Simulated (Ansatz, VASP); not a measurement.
Two plane-wave programs on W

```xyz
1
Lattice="-1.5918 1.5918 1.5918 1.5918 -1.5918 1.5918 1.5918 1.5918 -1.5918" Properties=species:S:1:pos:R:3 pbc="T T T"
W     0.0000    0.0000    0.0000
```

Alike in both runs: task single point; functional PBE; k mesh 18 × 18 × 18; occupations gaussian, width 0.1 eV; non-collinear spin, spin-orbit coupling.

```csv
,VASP,Ansatz
version,VASP 6.6.1,Ansatz 0.2.0
potentials or method,"VASP PAW PBE potentials, release 64 (W_sv), cutoff 520 eV","plane waves, PAW"
valence electrons in the cell,14,14
```

VASP gave:

- pressure (GPa): 1.5
- net moment per atom (μB): 0.00

**Question.** What did Ansatz give for the same quantities?

**Answer.** Pressure (GPa): 0.3; net moment per atom (μB): 0.00.

The functional is the same, so the differences come from potentials, cutoffs and numerics.
